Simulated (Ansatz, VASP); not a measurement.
## Ta: VASP beside Ansatz

File INCAR:

```
SYSTEM = Ta
PREC = Accurate
ENCUT = 520
EDIFF = 1E-6
ISMEAR = 0
SIGMA = 0.15
LREAL = .FALSE.
LASPH = .TRUE.
NELM = 80
ALGO = Normal
ISIF = 2
LWAVE = .FALSE.
LCHARG = .FALSE.
GGA = PS
NBANDS = 12
```

File KPOINTS:

```
Automatic mesh
0
G
  20 20 20
  0 0 0
```

POSCAR

```
Ta
1.0
   -1.7008184000      1.7008184000      1.6265108000
    1.7008184000     -1.7008184000      1.6265108000
    1.7008184000      1.7008184000     -1.6265108000
Ta
1
Direct
    0.0000000000      0.0000000000      0.0000000000
```

Input for Ansatz:

```yaml
crystal:
  lattice:
    - [-1.7008184, 1.7008184, 1.6265108]
    - [1.7008184, -1.7008184, 1.6265108]
    - [1.7008184, 1.7008184, -1.6265108]
  atoms:
    - { symbol: Ta, position: [0.0, 0.0, 0.0] }
basis:
  ecutwfc: 420
kpoints:
  mp_grid: { grid: [20, 20, 20] }
hamiltonian:
  xc: pbesol
scf:
  occupations: { method: gaussian, width: 0.15 }
output:
  forces: true
  stress: true
  eigenvalues: true
```

Change from the starting cell: strain +0.030 along x and y, -0.015 along z, atoms carried along.

Alike in both runs: task single point; functional PBEsol; k mesh 20 × 20 × 20; occupations gaussian, width 0.15 eV; no spin polarisation.

|  | VASP | Ansatz |
| --- | --- | --- |
| version | VASP 6.6.1 | Ansatz 0.2.0 |
| potentials or method | VASP PAW PBE potentials, release 64 (Ta_pv), cutoff 520 eV | scalar-relativistic, plane waves, PAW |
| valence electrons in the cell | 11 | 13 |

```tsv
	VASP	Ansatz	Ansatz less VASP
gap on the k mesh at the Fermi level (eV)	none	none	-
pressure (GPa)	-11.3	-11.4	-0.09
traceless stress, the component that is largest in VASP (GPa)	2.77	2.78	+0.008
```

VASP's potentials were made for PBE, not for PBEsol. A gap of «none» marks a metal or a gap that the smearing closes. With one functional, cell and mesh, what is left measures potentials, basis and numerics. VASP's potentials hold 11 valence electrons a cell and Ansatz's 13, so a difference there can come from the potentials and not from the codes.

Neither program's run includes spin-orbit coupling.
